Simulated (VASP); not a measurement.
Write the native input for VASP 6.6.1 that does the following.

```
Task                   : relaxation of cell and atoms
Functional             : PBE
Potentials or basis    : VASP PAW PBE potentials, release 64 (Be, Te)
Cutoff                 : 600 eV
k mesh                 : 6 × 6 × 6
Occupations            : gaussian, width 0.1 eV
Spin                   : no spin polarisation
Dipole correction      : no
Further INCAR settings : ALGO = Normal; EDIFF = 1e-07; IBRION = 2; EDIFFG = -0.04; NSW = 90; ISIF = 3
```

The structure of Be2Te lies in POSCAR:

```
Be2Te
1.0
    0.0000000000      2.8653048747      2.8653048747
    2.8653048747      0.0000000000      2.8653048747
    2.8653048747      2.8653048747      0.0000000000
Be Te
2 1
Direct
    0.2500000000      0.2500000000      0.2500000000
    0.7500000000      0.7500000000      0.7500000000
    0.0000000000      0.0000000000      0.0000000000
```

These files were run (other wordings do the same):

INCAR

```
SYSTEM = Be2Te
PREC     = Accurate       ! precision mode
ENCUT    = 600            ! plane-wave cutoff, eV
EDIFF    = 1E-7           ! SCF threshold, eV
ISMEAR   = 0              ! smearing method
SIGMA    = 0.1            ! smearing width, eV
LREAL    = .FALSE.        ! projectors in reciprocal space
LASPH    = .TRUE.         ! aspherical terms in the spheres
NELM     = 120            ! most SCF steps
ALGO     = Normal         ! electronic algorithm
ISIF     = 3              ! what is computed and relaxed
LWAVE    = .FALSE.        ! write WAVECAR
LCHARG   = .FALSE.        ! write CHGCAR
GGA      = PE             ! functional
IBRION   = 2              ! ionic algorithm
NSW      = 90             ! ionic steps
EDIFFG   = -0.04          ! ionic threshold
GGA_COMPAT= .FALSE.      
NELMIN   = 4
```

KPOINTS

```
Automatic mesh
0
G
  6 6 6
  0 0 0
```

Potentials or basis: VASP PAW PBE potentials, release 64 (Be, Te).

The run is started by

```bash
$ cat potpaw_PBE.64/Be/POTCAR potpaw_PBE.64/Te/POTCAR > POTCAR
$ mpirun -np 1 vasp_std > vasp.out
```

Results of the run:

```
Relaxed volume                        : 18.71 Å³/atom
Relaxed cell                          : a = 4.298 Å, b = 4.298 Å, c = 4.298 Å, α = 60.00°, β = 60.00°, γ = 60.00°
Space group after relaxing (to 0.1 Å) : Fm-3m (No. 225)
Energy gained by relaxing             : 97.7 meV/atom
Ionic steps                           : 3
Pressure after relaxing               : 0.0 GPa
Band gap on the k mesh                : zero (bands 5 and 6 overlap by 1.42 eV)
```

Caveat: the volume moved by over 15 % at a fixed basis, so the end points are rough; spin-orbit coupling is left out, which moves the levels of the heavy elements.

Run time: 20 s on 1 thread of Intel(R) Xeon(R) Platinum 8259CL CPU @ 2.50GHz (Skylake/Cascade Lake), with other jobs on the host, peak memory 0.19 GiB.
